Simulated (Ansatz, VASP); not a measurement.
# InSe in VASP and in Ansatz

```
In Se
1.0
     1.60512    0.00000   -4.27209
     0.00000    4.11055    0.00000
    11.10781    0.00000    1.69825
In Se
4 4
Direct
  0.62527 0.00000 0.38580
  0.82527 0.50000 0.88580
  0.77473 0.00000 0.61420
  0.57473 0.50000 0.11420
  0.92440 0.00000 0.15472
  0.12440 0.50000 0.65472
  0.47560 0.00000 0.84528
  0.27560 0.50000 0.34528
```

Alike in both runs: task single point; functional PBEsol; k mesh 6 × 7 × 3; occupations gaussian, width 0.05 eV; no spin polarisation.

|  | VASP | Ansatz |
| --- | --- | --- |
| version | VASP 6.6.1 | Ansatz 0.2.0 |
| potentials or method | VASP PAW PBE potentials, release 64 (In_d, Se), cutoff 520 eV | scalar-relativistic, plane waves, PAW |
| valence electrons in the cell | 76 | 116 |

|  | VASP | Ansatz | Ansatz less VASP |
| --- | --- | --- | --- |
| gap on the k mesh at the Fermi level (eV) | none | none | - |
| pressure (GPa) | 1.8 | 1.7 | -0.06 |
| traceless stress, the component that is largest in VASP (GPa) | -2.73 | -2.72 | +0.007 |
| rms of the force components (eV/Å) | 0.498 | 0.500 | +0.0025 |

VASP's potentials were made for PBE, not for PBEsol. Atom by atom the forces differ by 0.009 eV/Å (rms over components). A gap of «none» marks a metal or a gap that the smearing closes. VASP's potentials hold 76 valence electrons a cell and Ansatz's 116, so a difference there can come from the potentials and not from the codes.
